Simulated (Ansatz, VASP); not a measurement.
**Si4Ge: VASP beside Ansatz**

```
CELL_PARAMETERS angstrom
-1.41462 1.41462 10.00285
1.41462 -1.41462 10.00285
1.41462 1.41462 -10.00285
ATOMIC_POSITIONS crystal
Si 0.70000 0.70000 0.00000
Si 0.10000 0.10000 0.00000
Si 0.90000 0.90000 0.00000
Si 0.30000 0.30000 0.00000
Ge 0.50000 0.50000 0.00000
```

Alike in both runs: task single point; functional PBE; k mesh 8 × 8 × 8; occupations gaussian, width 0.1 eV; no spin polarisation.

|  | VASP | Ansatz |
| --- | --- | --- |
| version | VASP 6.6.1 | Ansatz 0.2.0 |
| potentials or method | VASP PAW PBE potentials, release 64 (Si, Ge_d), cutoff 520 eV | scalar-relativistic, plane waves, PAW |
| valence electrons in the cell | 30 | 30 |

```csv
,VASP,Ansatz,Ansatz less VASP
gap on the k mesh at the Fermi level (eV),none,none,-
pressure (GPa),-1.2,-1.2,-0.01
"traceless stress, the component that is largest in VASP (GPa)",2.22,2.22,+0.004
rms of the force components (eV/Å),0.259,0.258,-0.0013
```

Atom by atom the forces differ by 0.001 eV/Å (rms over components). A gap of «none» marks a metal or a gap that the smearing closes.

The k mesh is coarse, so the values compare programs but aren't converged.
